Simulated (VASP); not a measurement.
# CoSi2 (fluorite type) (Fm-3m) in VASP: notebook

CoSi2 (fluorite type) is run at these levels: PBE; tasks: single point.

Everything below comes from runs of VASP 6.6.1. Logs are shortened: lines on timing, memory, paths and dates and some standing lists are left out, and cuts for length are marked.

## Step 1: The cell of the first run

It takes space group Fm-3m (No. 225, cubic). Conventional cell: a = 5.360 Å, b = 5.360 Å, c = 5.360 Å, α = 90.00°, β = 90.00°, γ = 90.00°. Within 3.1 Å of Co (site symmetry m-3m) lie 8 Si at 2.32 Å. Within 3.1 Å of Si (site symmetry -43m) lie 4 Co at 2.32 Å and 6 Si at 2.68 Å.

## Step 2: Single point, PBE

INCAR reads:

```
SYSTEM = CoSi2
ALGO = Normal
EDIFF = 1E-6
ENCUT = 520
GGA = PE
ISIF = 2
ISMEAR = -1
LASPH = .TRUE.
LCHARG = .FALSE.
LREAL = .FALSE.
LWAVE = .FALSE.
NBANDS = 16
NELM = 100
PREC = Accurate
SIGMA = 0.1
```

KPOINTS reads:

```
k-points
0
G
  10 10 10
  0 0 0
```

POSCAR reads:

```
CoSi2
1.0
    0.0000000000      2.6799488231      2.6799488231
    2.6799488231      0.0000000000      2.6799488231
    2.6799488231      2.6799488231      0.0000000000
Co Si
1 2
Direct
    0.0000000000      0.0000000000      0.0000000000
    0.2500000000      0.2500000000      0.2500000000
    0.7500000000      0.7500000000      0.7500000000
```

Potentials or basis: VASP PAW PBE potentials, release 64 (Co, Si).

Command:

```console
$ cat potpaw_PBE.64/Co/POTCAR potpaw_PBE.64/Si/POTCAR > POTCAR
$ mpirun -np 1 vasp_std > vasp.out
```

OUTCAR:

```text
SYSTEM = CoSi2
   EDIFF = 1E-6
   ENCUT = 520
   GGA = PE
   ISIF = 2
   ISMEAR = -1
   LASPH = .TRUE.
   LREAL = .FALSE.
   NELM = 100
   PREC = Accurate

 ion  position               nearest neighbor table
   1  0.000  0.000  0.000-   3 2.32   3 2.32   3 2.32   2 2.32   3 2.32   2 2.32   2 2.32   2 2.32

   2  0.250  0.250  0.250-   1 2.32   1 2.32   1 2.32   1 2.32   3 2.68   3 2.68   3 2.68   3 2.68
                             3 2.68   3 2.68
   3  0.750  0.750  0.750-   1 2.32   1 2.32   1 2.32   1 2.32   2 2.68   2 2.68   2 2.68   2 2.68
                             2 2.68   2 2.68

  LATTYP: Found a face centered cubic cell.
 ALAT       =     5.3598976462

  Lattice vectors:

 A1 = (   0.0000000000,   2.6799488231,   2.6799488231)
 A2 = (   2.6799488231,   0.0000000000,   2.6799488231)
 A3 = (   2.6799488231,   2.6799488231,   0.0000000000)

Analysis of symmetry for initial positions (statically):
=====================================================================
 Subroutine PRICEL returns:
 Original cell was already a primitive cell.

 Routine SETGRP: Setting up the symmetry group for a
 face centered cubic supercell.

 Subroutine GETGRP returns: Found 48 space group operations
 (whereof 48 operations were pure point group operations)
 out of a pool of 48 trial point group operations.

The static configuration has the point symmetry O_h .

Analysis of symmetry for dynamics (positions and initial velocities):
=====================================================================
 Subroutine PRICEL returns:
 Original cell was already a primitive cell.

 Routine SETGRP: Setting up the symmetry group for a
 face centered cubic supercell.

 Subroutine GETGRP returns: Found 48 space group operations
 (whereof 48 operations were pure point group operations)
 out of a pool of 48 trial point group operations.

The dynamic configuration has the point symmetry O_h .

 Subroutine INISYM returns: Found 48 space group operations
 (whereof 48 operations are pure point group operations),
 and found     1 'primitive' translations

----------------------------------------------------------------------------------------

                                     Primitive cell

  volume of cell :      38.4955

  direct lattice vectors                    reciprocal lattice vectors
     0.000000000  2.679948823  2.679948823    -0.186570727  0.186570727  0.186570727
     2.679948823  0.000000000  2.679948823     0.186570727 -0.186570727  0.186570727
     2.679948823  2.679948823  0.000000000     0.186570727  0.186570727 -0.186570727

  length of vectors
     3.790019972  3.790019972  3.790019972     0.323149978  0.323149978  0.323149978

  position of ions in fractional coordinates (direct lattice)
     0.000000000  0.000000000  0.000000000
     0.250000000  0.250000000  0.250000000
     0.750000000  0.750000000  0.750000000

  ion indices of the primitive-cell ions
   primitive index   ion index
                 1           1
                 2           2
                 3           3

----------------------------------------------------------------------------------------

 KPOINTS: k-points

Automatic generation of k-mesh.
 Grid dimensions read from file:
 generate k-points for:   10   10   10

 Generating k-lattice:

  Cartesian coordinates                     Fractional coordinates (reciprocal lattice)
    -0.018657073  0.018657073  0.018657073     0.100000000  0.000000000  0.000000000
     0.018657073 -0.018657073  0.018657073     0.000000000  0.100000000  0.000000000
     0.018657073  0.018657073 -0.018657073     0.000000000  0.000000000  0.100000000

  Length of vectors
     0.032314998  0.032314998  0.032314998

  Shift w.r.t. Gamma in fractional coordinates (k-lattice)
     0.000000000  0.000000000  0.000000000

 Subroutine IBZKPT returns following result:
 ===========================================

 Found     47 irreducible k-points:

 Following reciprocal coordinates:
            Coordinates               Weight
  0.000000  0.000000  0.000000      1.000000
  0.100000  0.000000  0.000000      8.000000
  0.200000  0.000000  0.000000      8.000000
  0.300000  0.000000  0.000000      8.000000
  0.400000  0.000000  0.000000      8.000000
  0.500000  0.000000  0.000000      4.000000
[... 16 lines left out ...]
  0.300000  0.300000  0.000000      6.000000
  0.400000  0.300000  0.000000     24.000000
 [... further k-points ...]
   k-points           NKPTS =     47   k-points in BZ     NKDIM =     47   number of bands    NBANDS=     16
   number of dos      NEDOS =    301   number of ions     NIONS =      3
   total plane-waves  NPLWV =  21952
   dimension x,y,z NGX =    28 NGY =   28 NGZ =   28
   dimension x,y,z NGXF=    56 NGYF=   56 NGZF=   56
   ions per type =               1   2
   NGX,Y,Z   is equivalent  to a cutoff of  12.28, 12.28, 12.28 a.u.
   NGXF,Y,Z  is equivalent  to a cutoff of  24.56, 24.56, 24.56 a.u.
 SYSTEM =  CoSi2
   PREC   = accura    normal or accurate (medium, high low for compatibility)
   ISTART =      0    job   : 0-new  1-cont  2-samecut
   ICHARG =      2    charge: 1-file 2-atom 10-const
   ISPIN  =      1    spin polarized calculation?
   LNONCOLLINEAR =      F non collinear calculations
   LSORBIT =      F    spin-orbit coupling
   LASPH  =      T    aspherical Exc in radial PAW
   ENCUT  =  520.0 eV  38.22 Ry    6.18 a.u.   7.05  7.05  7.05*2*pi/ulx,y,z
   NELM   =    100;   NELMIN=  2; NELMDL= -5     # of ELM steps
   EDIFF  = 0.1E-05   stopping-criterion for ELM
   LREAL  =      F    real-space projection
   EDIFFG = 0.1E-04   stopping-criterion for IOM
   NSW    =      0    number of steps for IOM
   IBRION =     -1    ionic relax: 0-MD 1-quasi-New 2-CG
   NFREE  =      0    steps in history (QN), initial steepest desc. (CG)
   ISIF   =      2    stress and relaxation
   ISYM   =      2    0-nonsym 1-usesym 2-fastsym
   POTIM  = 0.5000    time-step for ionic-motion
   TEBEG  =    0.0;   TEEND  =   0.0 temperature during run
   PSTRESS=    0.0 pullay stress
   NELECT =      17.0000    total number of electrons
   NUPDOWN=      -1.0000    fix difference up-down
   EMIN   =  10.00;   EMAX   =-10.00  energy-range for DOS
   EFERMI =   0.00;   METHOD = LEGACY
   ISMEAR =    -1;   SIGMA  =   0.10  broadening in eV -4-tet -1-fermi 0-gaus
   EFERMI_NEDOS =   21; number of points for ismear=-14 and -15
   IALGO  =     38    algorithm
   IMIX   =      4    mixing-type and parameters
     AMIX     =   0.40;   BMIX     =  1.00
     AMIX_MAG =   1.60;   BMIX_MAG =  1.00
  volume/ion in A,a.u.               =      12.83        86.59
  Fermi-wavevector in a.u.,A,eV,Ry     =   1.246679  2.355882 21.146290  1.554208
  Thomas-Fermi vector in A             =   2.380846
   LORBIT       =      0    0 simple, 1 ext, 2 COOP (PROOUT), +10 PAW based schemes
   GGA     = PE    functional components
   LHFCALC =     F    Hartree Fock is set to
   AEXX    =    0.0000 exact exchange contribution
   IVDW    =     0    specifies the selected vdW correction
   LEPSILON=     F    determine dielectric tensor
   LRPA    =     F    only Hartree local field effects (RPA)
 non-spin polarized calculation
  energy-cutoff  :      520.00
  volume of cell :       38.50
 maximum number of plane-waves:      1056
   NGX = 15   NGY = 15   NGZ = 15

 number of electron      16.9999995 magnetization

 Free energy of the ion-electron system (eV)
  ---------------------------------------------------
  ext. energy  EPLUGINS =         0.00000000
  ---------------------------------------------------
  free energy    TOTEN  =       -19.31191935 eV

  energy without entropy =      -19.27661840  energy(sigma->0) =      -19.29426887

 E-fermi :  10.0715     XC(G=0): -11.7362

 val. band max:       10.0003186250   @ k =   0.4000   0.0000   0.0000
 cond. band min:      10.0770393517   @ k =  -0.2000   0.3000   0.1000
 fundamental gap:      0.0767207267
 Fermi energy:        10.0714607604

 k-point     1 :       0.0000    0.0000    0.0000
  band No.  band energies     occupation
      1      -3.0439      2.00000
      2       5.9944      2.00000
      3       5.9944      2.00000
      4       5.9944      2.00000
      5       8.1607      2.00000
      6       8.1607      2.00000
[... 8 lines left out ...]
     15      15.7223      0.00000
     16      15.7223      0.00000

 k-point     2 :       0.1000    0.0000    0.0000
  band No.  band energies     occupation
      1      -2.8924      2.00000
      2       5.6209      2.00000
      3       6.0480      2.00000
      4       6.0480      2.00000
      5       8.1166      2.00000
      6       8.1166      2.00000
[... 8 lines left out ...]
     15      15.3269      0.00000
     16      15.4599      0.00000

 k-point     3 :       0.2000    0.0000    0.0000
  band No.  band energies     occupation
      1      -2.4420      2.00000
      2       4.6652      2.00000
      3       6.1892      2.00000
      4       6.1892      2.00000
      5       8.0354      2.00000
      6       8.0354      2.00000
[... 8 lines left out ...]
     15      16.0255      0.00000
     16      16.8472      0.00000

 k-point     4 :       0.3000    0.0000    0.0000
  band No.  band energies     occupation
      1      -1.7062      2.00000
      2       3.3741      2.00000
      3       6.3538      2.00000
      4       6.3538      2.00000
      5       8.0429      2.00000
      6       8.0429      2.00000
[... 8 lines left out ...]
     15      17.4981      0.00000
     16      18.2719      0.00000
[... 324 lines left out ...]
 k-point    22 :      -0.2000    0.2000    0.0000
  band No.  band energies     occupation
      1      -1.4621      2.00000
      2       3.6210      2.00000
      3       5.4876      2.00000
      4       6.7540      2.00000
      5       7.4566      2.00000
      6       8.2796      2.00000
[... 8 lines left out ...]
     15      17.3878      0.00000
     16      20.0671      0.00000

 k-point    23 :       0.3000    0.3000    0.0000
  band No.  band energies     occupation
      1      -1.2659      2.00000
      2       4.2466      2.00000
      3       5.9666      2.00000
      4       6.1492      2.00000
      5       6.1492      2.00000
      6       8.5260      2.00000
[... 8 lines left out ...]
     15      18.4605      0.00000
     16      20.5229      0.00000

 k-point    24 :       0.4000    0.3000    0.0000
  band No.  band energies     occupation
      1      -0.5623      2.00000
      2       3.6894      2.00000
      3       5.1240      2.00000
      4       6.2346      2.00000
      5       6.2595      2.00000
      6       8.3210      2.00000
[... 8 lines left out ...]
     15      19.9705      0.00000
     16      21.9563      0.00000

 [... further k-points ...]

------------------------ aborting loop because EDIFF is reached ----------------------------------------

  FORCE on cell =-STRESS in cart. coord.  units (eV):
  Direction    XX          YY          ZZ          XY          YZ          ZX
  --------------------------------------------------------------------------------------
  -------------------------------------------------------------------------------------
  Total       -0.0361439     -0.0361439     -0.0361439     -0.0000000     -0.0000000     -0.0000000
  in kB       -1.5043054     -1.5043054     -1.5043054     -0.0000000     -0.0000000     -0.0000000
  external PRESSURE =      -1.5043054 kB  Pullay stress =       0.0000000 kB

 VOLUME and BASIS-vectors are now :
 -----------------------------------------------------------------------------
  energy-cutoff  :      520.00
  volume of cell :       38.50
      direct lattice vectors                 reciprocal lattice vectors
     0.000000000  2.679948823  2.679948823    -0.186570727  0.186570727  0.186570727
     2.679948823  0.000000000  2.679948823     0.186570727 -0.186570727  0.186570727
     2.679948823  2.679948823  0.000000000     0.186570727  0.186570727 -0.186570727

 POSITION                                       TOTAL-FORCE (eV/Angst)
 -----------------------------------------------------------------------------------
      0.00000      0.00000      0.00000        -0.000000     -0.000000      0.000000
      1.33997      1.33997      1.33997        -0.000000      0.000000     -0.000000
      4.01992      4.01992      4.01992         0.000000      0.000000      0.000000
 -----------------------------------------------------------------------------------
    total drift:                               -0.000000     -0.000000      0.000000

  FREE ENERGIE OF THE ION-ELECTRON SYSTEM (eV)
  ---------------------------------------------------
  free  energy   TOTEN  =       -19.3119193488 eV

  energy  without entropy=      -19.2766183958  energy(sigma->0) =      -19.29426887
```

Run time: 32 s. Hardware: 1 thread of Intel Xeon Platinum 8259CL at 2.50GHz (Skylake/Cascade Lake), shared host; peak memory 0.17 GiB.

What came out:

```
Free energy            : -19.3119 eV
Pressure               : -0.2 GPa
Band gap on the k mesh : zero (an odd number of electrons rules out a gap without spin polarisation)
```

Caveat: an odd number of electrons without spin polarisation forces a metal; a magnetic or distorted state may lie lower.

## Step 3: Single point, PBE

INCAR reads:

```
PREC = Accurate
ENCUT = 520
EDIFF = 1E-6
ISMEAR = -1
SIGMA = 0.1
LREAL = F
LASPH = T
NELM = 80
ALGO = Normal
ISIF = 2
LWAVE = F
LCHARG = T
GGA = PE
LELF = T
LVHAR = T
NBANDS = 16
```

KPOINTS reads:

```
Automatic mesh
0
Gamma
  10 10 10
```

POSCAR reads:

```
CoSi2
1.0
    0.0000000000      2.6800891699      2.6800891699
    2.6800891699      0.0000000000      2.6800891699
    2.6800891699      2.6800891699      0.0000000000
Co Si
1 2
Direct
    0.0000000000      0.0000000000      0.0000000000
    0.2500000000      0.2500000000      0.2500000000
    0.7500000000      0.7500000000      0.7500000000
```

Potentials or basis: VASP PAW PBE potentials, release 64 (Co, Si).

Command:

```console
$ cat potpaw_PBE.64/Co/POTCAR potpaw_PBE.64/Si/POTCAR > POTCAR
$ mpirun -np 1 vasp_std > vasp.out
```

OUTCAR:

```text
PREC = Accurate
   ENCUT = 520
   EDIFF = 1E-6
   ISMEAR = -1
   LREAL = F
   LASPH = T
   NELM = 80
   ISIF = 2
   GGA = PE

 ion  position               nearest neighbor table
   1  0.000  0.000  0.000-   3 2.32   3 2.32   3 2.32   2 2.32   2 2.32   2 2.32   3 2.32   2 2.32

   2  0.250  0.250  0.250-   1 2.32   1 2.32   1 2.32   1 2.32   3 2.68   3 2.68   3 2.68   3 2.68
                             3 2.68   3 2.68
   3  0.750  0.750  0.750-   1 2.32   1 2.32   1 2.32   1 2.32   2 2.68   2 2.68   2 2.68   2 2.68
                             2 2.68   2 2.68

[... 652 lines left out ...]
  Direction    XX          YY          ZZ          XY          YZ          ZX
  --------------------------------------------------------------------------------------
  -------------------------------------------------------------------------------------
  Total       -0.0425798     -0.0425798     -0.0425798     -0.0000000     -0.0000000      0.0000000
  in kB       -1.7718873     -1.7718873     -1.7718873     -0.0000000     -0.0000000      0.0000000
  external PRESSURE =      -1.7718873 kB  Pullay stress =       0.0000000 kB

 VOLUME and BASIS-vectors are now :
 -----------------------------------------------------------------------------
  energy-cutoff  :      520.00
  volume of cell :       38.50
      direct lattice vectors                 reciprocal lattice vectors
     0.000000000  2.680089170  2.680089170    -0.186560957  0.186560957  0.186560957
     2.680089170  0.000000000  2.680089170     0.186560957 -0.186560957  0.186560957
     2.680089170  2.680089170  0.000000000     0.186560957  0.186560957 -0.186560957

 POSITION                                       TOTAL-FORCE (eV/Angst)
 -----------------------------------------------------------------------------------
      0.00000      0.00000      0.00000         0.000000      0.000000      0.000000
      1.34004      1.34004      1.34004         0.000000      0.000000     -0.000000
      4.02013      4.02013      4.02013        -0.000000     -0.000000      0.000000
 -----------------------------------------------------------------------------------
    total drift:                               -0.000000     -0.000000      0.000000

  FREE ENERGIE OF THE ION-ELECTRON SYSTEM (eV)
  ---------------------------------------------------
  free  energy   TOTEN  =       -19.3119176761 eV

  energy  without entropy=      -19.2766082148  energy(sigma->0) =      -19.29426295
```

OSZICAR:

```text
N       E                     dE             d eps       ncg     rms          rms(c)
DAV:   1     0.594130830674E+02    0.59413E+02   -0.67954E+03  1512   0.102E+03
DAV:   2    -0.174250285381E+02   -0.76838E+02   -0.68734E+02  1600   0.203E+02
DAV:   3    -0.206760861467E+02   -0.32511E+01   -0.31888E+01  2032   0.461E+01
DAV:   4    -0.207341619518E+02   -0.58076E-01   -0.58044E-01  1736   0.578E+00
DAV:   5    -0.207359028619E+02   -0.17409E-02   -0.17408E-02  2000   0.105E+00    0.143E+01
DAV:   6    -0.244884882357E+02   -0.37526E+01   -0.25097E+01  1608   0.103E+02    0.180E+01
DAV:   7    -0.193382256067E+02    0.51503E+01   -0.11141E+01  1872   0.809E+01    0.318E+00
DAV:   8    -0.193447237040E+02   -0.64981E-02   -0.76473E-01  1784   0.580E+00    0.193E+00
DAV:   9    -0.193119866465E+02    0.32737E-01   -0.90755E-02  1736   0.558E+00    0.497E-01
DAV:  10    -0.193121916360E+02   -0.20499E-03   -0.75178E-03  2032   0.142E+00    0.169E-01
DAV:  11    -0.193118866558E+02    0.30498E-03   -0.10934E-03  1912   0.625E-01    0.339E-02
DAV:  12    -0.193119195176E+02   -0.32862E-04   -0.10115E-04  1752   0.729E-02    0.190E-02
DAV:  13    -0.193119173166E+02    0.22010E-05   -0.86383E-06  1920   0.445E-02    0.825E-03
DAV:  14    -0.193119176761E+02   -0.35957E-06   -0.81434E-07  1048   0.103E-02
   1 F= -.19311918E+02 E0= -.19294263E+02  d E =-.353095E-01
```

Run time: 29 s. Hardware: 1 thread of Intel Xeon Platinum 8259CL at 2.50GHz (Skylake/Cascade Lake), shared host; peak memory 0.17 GiB.

What came out:

- Free energy: -19.3119 eV
- Pressure: -0.2 GPa
- Band gap on the k mesh: zero (an odd number of electrons rules out a gap without spin polarisation)

Caveat: an odd number of electrons without spin polarisation forces a metal; a magnetic or distorted state may lie lower. Spin polarisation is off, so any magnetic state and its effect on volume and gap are missing.

(Part 1 of 2 ends here.)

The gap in the log of VASP goes by the Fermi energy; the results here count the filled bands.